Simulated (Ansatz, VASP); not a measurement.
MgO: VASP beside Ansatz

Contents of POSCAR:

```
MgO
1.0
    0.0000000000      2.0738012913      2.0738012913
    2.0738012913      0.0000000000      2.0738012913
    2.0738012913      2.0738012913      0.0000000000
Mg O
1 1
Direct
    0.0000000000      0.0000000000      0.0000000000
    0.5000000000      0.5000000000      0.5000000000
```

The input INCAR.step1:

```
SYSTEM = MgO
  PREC = Accurate
  ENCUT = 750
  ISMEAR = 0
  SIGMA = 0.05
  LREAL = .False.
  LASPH = .True.
  NELM = 120
  NBANDS = 15
  GGA = PE
  ALGO = Normal
  EDIFF = 1E-5
  LWAVE = .True.
  LCHARG = .False.
  GGA_COMPAT = .False.
```

File INCAR.step2:

```
SYSTEM = MgO
  PREC = Accurate
  ENCUT = 750
  EDIFF = 1E-6
  ISMEAR = 0
  SIGMA = 0.05
  LREAL = .False.
  LASPH = .True.
  NELM = 120
  ALGO = Normal
  ISIF = 2
  LWAVE = .False.
  LCHARG = .False.
  METAGGA = R2SCAN
  LMIXTAU = .True.
  NBANDS = 15
  ISTART = 1
  GGA_COMPAT = .False.
```

KPOINTS

```
regular mesh
0
Gamma
  8 8 8
  0 0 0
```

Input for Ansatz:

```yaml
crystal:
  lattice:
    - [0.0, 2.0738012913, 2.0738012913]
    - [2.0738012913, 0.0, 2.0738012913]
    - [2.0738012913, 2.0738012913, 0.0]
  atoms:
    - { symbol: Mg, position: [0.0, 0.0, 0.0] }
    - { symbol: O, position: [0.5, 0.5, 0.5] }
basis:
  ecutwfc: 500
  ecutrho_ratio: 4
kpoints:
  mp_grid: { grid: [8, 8, 8] }
hamiltonian:
  xc: r2scan
scf:
  occupations: { method: gaussian, width: 0.05 }
output:
  forces: true
  stress: true
  eigenvalues: true
```

Alike in both runs: task single point; functional r2SCAN; k mesh 8 × 8 × 8; occupations gaussian, width 0.05 eV; no spin polarisation.

|  | VASP | Ansatz |
| --- | --- | --- |
| version | VASP 6.6.1 | Ansatz 0.2.0 |
| potentials or method | VASP PAW PBE potentials, release 64 (Mg_sv, O), cutoff 750 eV | scalar-relativistic, plane waves, PAW |
| valence electrons in the cell | 16 | 16 |

|  | VASP | Ansatz | Ansatz less VASP |
| --- | --- | --- | --- |
| gap on the k mesh at the Fermi level (eV) | 6.13 | 6.11 | -0.020 |
| least direct gap on the mesh (eV) | 6.13 | 6.11 | -0.020 |
| pressure (GPa) | 7.0 | 7.4 | +0.39 |

VASP's potentials were made for PBE, not for r2SCAN. With one functional, cell and mesh, what is left measures potentials, basis and numerics.
